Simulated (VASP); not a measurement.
# MoS2 (P-3m1) in VASP: notebook

MoS2 is run at these levels: LDA; tasks: single point.

Program: VASP 6.6.1. These are calculated values, not measurements. Logs are shortened: lines on timing, memory, paths and dates and some standing lists are left out, and cuts for length are marked.

### Step 1. The cell of the first run

Symmetry: P-3m1, No. 164, trigonal system. Conventional cell: a = 3.270 Å, b = 3.270 Å, c = 6.396 Å, α = 90.00°, β = 90.00°, γ = 120.00°. Mo (site symmetry -3m) has 6 S at 2.45 Å within 3.2 Å. S (site symmetry 3m) has 3 Mo at 2.45 Å within 3.2 Å.

### Step 2. Single point, LDA

Contents of INCAR:

```
ALGO = Normal
EDIFF = 1E-6
ENCUT = 520
GGA = CA
ISIF = 2
ISMEAR = 1
LASPH = T
LCHARG = F
LREAL = F
LWAVE = F
NBANDS = 20
NELM = 60
PREC = Accurate
SIGMA = 0.05
```

Contents of KPOINTS:

```
k-points
0
Gamma
  10 10 5
```

Contents of POSCAR:

```
MoS2
1.0
    3.2699365153      0.0000000000      0.0000000000
   -1.6349677510      2.8318474022      0.0000000000
    0.0000000000      0.0000000000      6.3955413813
Mo S
1 2
Direct
    0.0000000000      0.0000000000      0.5000000000
    0.3333333333      0.6666666667      0.2553190000
    0.6666666667      0.3333333333      0.7446810000
```

Potentials or basis: VASP PAW LDA potentials, release 64 (Mo_sv, S).

Run with:

```console
cat potpaw_LDA.64/Mo_sv/POTCAR potpaw_LDA.64/S/POTCAR > POTCAR
mpirun -np 1 vasp_std > vasp.out
```

OUTCAR:

```text
EDIFF = 1E-6
   ENCUT = 520
   GGA = CA
   ISIF = 2
   ISMEAR = 1
   LASPH = T
   LREAL = F
   NELM = 60
   PREC = Accurate

 ion  position               nearest neighbor table
   1  0.000  0.000  0.500-   2 2.45   3 2.45   3 2.45   2 2.45   3 2.45   2 2.45
   2  0.333  0.667  0.255-   1 2.45   1 2.45   1 2.45
   3  0.667  0.333  0.745-   1 2.45   1 2.45   1 2.45

  LATTYP: Found a hexagonal cell.
 ALAT       =     3.2699365153
 C/A-ratio  =     1.9558610240

  Lattice vectors:

 A1 = (   3.2699365153,   0.0000000000,   0.0000000000)
 A2 = (  -1.6349677510,   2.8318474022,   0.0000000000)
 A3 = (   0.0000000000,   0.0000000000,   6.3955413813)

Analysis of symmetry for initial positions (statically):
=====================================================================
 Subroutine PRICEL returns:
 Original cell was already a primitive cell.

 Routine SETGRP: Setting up the symmetry group for a
 hexagonal supercell.

 Subroutine GETGRP returns: Found 12 space group operations
 (whereof 12 operations were pure point group operations)
 out of a pool of 24 trial point group operations.

The static configuration has the point symmetry D_3d.

Analysis of symmetry for dynamics (positions and initial velocities):
=====================================================================
 Subroutine PRICEL returns:
 Original cell was already a primitive cell.

 Routine SETGRP: Setting up the symmetry group for a
 hexagonal supercell.

 Subroutine GETGRP returns: Found 12 space group operations
 (whereof 12 operations were pure point group operations)
 out of a pool of 24 trial point group operations.

The dynamic configuration has the point symmetry D_3d.

 Subroutine INISYM returns: Found 12 space group operations
 (whereof 12 operations are pure point group operations),
 and found     1 'primitive' translations

----------------------------------------------------------------------------------------

                                     Primitive cell

  volume of cell :      59.2225

  direct lattice vectors                    reciprocal lattice vectors
     3.269936515  0.000000000  0.000000000     0.305816335  0.176563131  0.000000000
    -1.634967751  2.831847402  0.000000000     0.000000000  0.353126372  0.000000000
     0.000000000  0.000000000  6.395541381     0.000000000  0.000000000  0.156358929

  length of vectors
     3.269936515  3.269935665  6.395541381     0.353126281  0.353126372  0.156358929

  position of ions in fractional coordinates (direct lattice)
     0.000000000  0.000000000  0.500000000
     0.333333333  0.666666667  0.255319000
     0.666666667  0.333333333  0.744681000

  ion indices of the primitive-cell ions
   primitive index   ion index
                 1           1
                 2           2
                 3           3

----------------------------------------------------------------------------------------

 KPOINTS: k-points

Automatic generation of k-mesh.
 Grid dimensions read from file:
 generate k-points for:   10   10    5

 Generating k-lattice:

  Cartesian coordinates                     Fractional coordinates (reciprocal lattice)
     0.030581633  0.017656313  0.000000000     0.100000000  0.000000000  0.000000000
     0.000000000  0.035312637  0.000000000     0.000000000  0.100000000  0.000000000
     0.000000000  0.000000000  0.031271786     0.000000000  0.000000000  0.200000000

  Length of vectors
     0.035312628  0.035312637  0.031271786

  Shift w.r.t. Gamma in fractional coordinates (k-lattice)
     0.000000000  0.000000000  0.000000000

 Subroutine IBZKPT returns following result:
 ===========================================

 Found     58 irreducible k-points:

 Following reciprocal coordinates:
            Coordinates               Weight
  0.000000  0.000000  0.000000      1.000000
  0.100000  0.000000  0.000000      6.000000
  0.200000  0.000000  0.000000      6.000000
  0.300000  0.000000  0.000000      6.000000
  0.400000 -0.000000  0.000000      6.000000
  0.500000 -0.000000  0.000000      3.000000
[... 16 lines left out ...]
  0.000000  0.400000  0.200000      6.000000
  0.500000 -0.000000  0.200000      6.000000
 [... further k-points ...]
   k-points           NKPTS =     58   k-points in BZ     NKDIM =     58   number of bands    NBANDS=     20
   number of dos      NEDOS =    301   number of ions     NIONS =      3
   total plane-waves  NPLWV =  27648
   dimension x,y,z NGX =    24 NGY =   24 NGZ =   48
   dimension x,y,z NGXF=    48 NGYF=   48 NGZF=   96
   ions per type =               1   2
   NGX,Y,Z   is equivalent  to a cutoff of  12.20, 12.20, 12.48 a.u.
   NGXF,Y,Z  is equivalent  to a cutoff of  24.40, 24.40, 24.95 a.u.
 SYSTEM =  unknown system
   PREC   = accura    normal or accurate (medium, high low for compatibility)
   ISTART =      0    job   : 0-new  1-cont  2-samecut
   ICHARG =      2    charge: 1-file 2-atom 10-const
   ISPIN  =      1    spin polarized calculation?
   LNONCOLLINEAR =      F non collinear calculations
   LSORBIT =      F    spin-orbit coupling
   LASPH  =      T    aspherical Exc in radial PAW
   ENCUT  =  520.0 eV  38.22 Ry    6.18 a.u.   6.08  6.08 11.89*2*pi/ulx,y,z
   NELM   =     60;   NELMIN=  2; NELMDL= -5     # of ELM steps
   EDIFF  = 0.1E-05   stopping-criterion for ELM
   LREAL  =      F    real-space projection
   EDIFFG = 0.1E-04   stopping-criterion for IOM
   NSW    =      0    number of steps for IOM
   IBRION =     -1    ionic relax: 0-MD 1-quasi-New 2-CG
   NFREE  =      0    steps in history (QN), initial steepest desc. (CG)
   ISIF   =      2    stress and relaxation
   ISYM   =      2    0-nonsym 1-usesym 2-fastsym
   POTIM  = 0.5000    time-step for ionic-motion
   TEBEG  =    0.0;   TEEND  =   0.0 temperature during run
   PSTRESS=    0.0 pullay stress
   NELECT =      26.0000    total number of electrons
   NUPDOWN=      -1.0000    fix difference up-down
   EMIN   =  10.00;   EMAX   =-10.00  energy-range for DOS
   EFERMI =   0.00;   METHOD = LEGACY
   ISMEAR =     1;   SIGMA  =   0.05  broadening in eV -4-tet -1-fermi 0-gaus
   EFERMI_NEDOS =   21; number of points for ismear=-14 and -15
   IALGO  =     38    algorithm
   IMIX   =      4    mixing-type and parameters
     AMIX     =   0.40;   BMIX     =  1.00
     AMIX_MAG =   1.60;   BMIX_MAG =  1.00
  volume/ion in A,a.u.               =      19.74       133.22
  Fermi-wavevector in a.u.,A,eV,Ry     =   1.244239  2.351271 21.063594  1.548131
  Thomas-Fermi vector in A             =   2.378514
   LORBIT       =      0    0 simple, 1 ext, 2 COOP (PROOUT), +10 PAW based schemes
   GGA     = CA    functional components
   LHFCALC =     F    Hartree Fock is set to
   AEXX    =    0.0000 exact exchange contribution
   IVDW    =     0    specifies the selected vdW correction
   LEPSILON=     F    determine dielectric tensor
   LRPA    =     F    only Hartree local field effects (RPA)
 non-spin polarized calculation
 Methfessel and Paxton  Order N= 1 SIGMA  =   0.05
  energy-cutoff  :      520.00
  volume of cell :       59.22
 maximum number of plane-waves:      1614
   NGX = 13   NGY = 13   NGZ = 23

 number of electron      26.0000002 magnetization

 Free energy of the ion-electron system (eV)
  ---------------------------------------------------
  ext. energy  EPLUGINS =         0.00000000
  ---------------------------------------------------
  free energy    TOTEN  =       -23.43378381 eV

  energy without entropy =      -23.43417422  energy(sigma->0) =      -23.43391395

 E-fermi :   6.3647     XC(G=0): -10.5862

 val. band max:        6.2800094044   @ k =   0.2000   0.2000   0.4000
 cond. band min:       6.3797427326   @ k =   0.1000   0.0000   0.2000
 fundamental gap:      0.0997333283
 Fermi energy:         6.3646769370

 k-point     1 :       0.0000    0.0000    0.0000
  band No.  band energies     occupation
      1     -55.1762      2.00000
      2     -29.3699      2.00000
      3     -29.3692      2.00000
      4     -29.3692      2.00000
      5      -8.2329      2.00000
      6      -6.8787      2.00000
[... 12 lines left out ...]
     19      12.2528      0.00000
     20      15.8049      0.00000

 k-point     2 :       0.1000    0.0000    0.0000
  band No.  band energies     occupation
      1     -55.1737      2.00000
      2     -29.3967      2.00000
      3     -29.3755      2.00000
      4     -29.3646      2.00000
      5      -8.0909      2.00000
      6      -6.8461      2.00000
[... 12 lines left out ...]
     19      12.9737      0.00000
     20      15.3605      0.00000

 k-point     3 :       0.2000    0.0000    0.0000
  band No.  band energies     occupation
      1     -55.1670      2.00000
      2     -29.4683      2.00000
      3     -29.3922      2.00000
      4     -29.3508      2.00000
      5      -7.6960      2.00000
      6      -6.7560      2.00000
[... 12 lines left out ...]
     19      13.8300      0.00000
     20      14.9328      0.00000

 k-point     4 :       0.3000    0.0000    0.0000
  band No.  band energies     occupation
      1     -55.1588      2.00000
      2     -29.5556      2.00000
      3     -29.4126      2.00000
      4     -29.3336      2.00000
      5      -7.1629      2.00000
      6      -6.6122      2.00000
[... 12 lines left out ...]
     19      13.4169      0.00000
     20      13.9418      0.00000

 k-point     5 :       0.4000   -0.0000    0.0000
  band No.  band energies     occupation
      1     -55.1521      2.00000
      2     -29.6253      2.00000
      3     -29.4291      2.00000
      4     -29.3197      2.00000
      5      -6.7906      2.00000
      6      -6.3346      2.00000
[... 12 lines left out ...]
     19      12.7967      0.00000
     20      14.0412      0.00000
[... 353 lines left out ...]
      6      -6.7010      2.00000
[... 12 lines left out ...]
     19      13.7675      0.00000
     20      13.9944      0.00000

 k-point    22 :       0.4000   -0.0000    0.2000
  band No.  band energies     occupation
      1     -55.1521      2.00000
      2     -29.6253      2.00000
      3     -29.4291      2.00000
      4     -29.3197      2.00000
      5      -6.8398      2.00000
      6      -6.2684      2.00000
[... 12 lines left out ...]
     19      12.4919      0.00000
     20      14.8447      0.00000

 k-point    23 :       0.0000    0.4000    0.2000
  band No.  band energies     occupation
      1     -55.1521      2.00000
      2     -29.6253      2.00000
      3     -29.4291      2.00000
      4     -29.3197      2.00000
      5      -6.7565      2.00000
      6      -6.3762      2.00000
[... 12 lines left out ...]
     19      12.7575      0.00000
     20      13.7678      0.00000

 k-point    24 :       0.5000   -0.0000    0.2000
  band No.  band energies     occupation
      1     -55.1495      2.00000
      2     -29.6517      2.00000
      3     -29.4354      2.00000
      4     -29.3143      2.00000
      5      -6.7296      2.00000
      6      -6.0996      2.00000
[... 12 lines left out ...]
     19      12.4671      0.00000
     20      13.8415      0.00000

 [... further k-points ...]

------------------------ aborting loop because EDIFF is reached ----------------------------------------

  FORCE on cell =-STRESS in cart. coord.  units (eV):
  Direction    XX          YY          ZZ          XY          YZ          ZX
  --------------------------------------------------------------------------------------
  -------------------------------------------------------------------------------------
  Total       -4.1457052     -4.1457031     -3.0420266     -0.0000007      0.0000000      0.0000000
  in kB     -112.1560003   -112.1559457    -82.2975885     -0.0000201      0.0000000      0.0000000
  external PRESSURE =    -102.2031782 kB  Pullay stress =       0.0000000 kB

 VOLUME and BASIS-vectors are now :
 -----------------------------------------------------------------------------
  energy-cutoff  :      520.00
  volume of cell :       59.22
      direct lattice vectors                 reciprocal lattice vectors
     3.269936515  0.000000000  0.000000000     0.305816335  0.176563131  0.000000000
    -1.634967751  2.831847402  0.000000000     0.000000000  0.353126372  0.000000000
     0.000000000  0.000000000  6.395541381     0.000000000  0.000000000  0.156358929

 POSITION                                       TOTAL-FORCE (eV/Angst)
 -----------------------------------------------------------------------------------
      0.00000      0.00000      3.19777         0.000000      0.000000      0.000000
      0.00000      1.88790      1.63290         0.000000     -0.000000      0.708752
      1.63497      0.94395      4.76264        -0.000000      0.000000     -0.708752
 -----------------------------------------------------------------------------------
    total drift:                                0.000000      0.000000      0.000000

  FREE ENERGIE OF THE ION-ELECTRON SYSTEM (eV)
  ---------------------------------------------------
  free  energy   TOTEN  =       -23.4337838147 eV

  energy  without entropy=      -23.4341742187  energy(sigma->0) =      -23.43391395
```

Run time: 18 s. Hardware: 1 thread of Intel Xeon 6975P-C (Granite Rapids), shared host; peak memory 0.18 GiB.

Results:

| Property | Result |
| --- | --- |
| Free energy | -23.4338 eV |
| Pressure | -10.2 GPa |
| Largest force | 0.709 eV/Å |
| Band gap on the k mesh | zero (band 13 reaches 6.65 eV, above the bottom of band 14 at 5.89 eV) |

Forces in eV/Å, atoms in the order of the input:
```
Mo   0.000  0.000  0.000
S    0.000  0.000  0.709
S    0.000  0.000 -0.709
```

Levels at points of the mesh, in eV from the Fermi level:
```
           k point  band 9  band 10  band 11  band 12  band 13  band 14  band 15  band 16  band 17  band 18
(0.00, 0.00, 0.00)   -3.96    -1.85    -1.11    -1.00    -1.00    -0.41    -0.41     2.95     2.95     5.57
(0.50, 0.00, 0.00)   -4.65    -4.02    -3.17    -1.80    -1.75     0.76     1.49     3.36     3.51     5.44
```

(Part 1 of 2 ends here.)
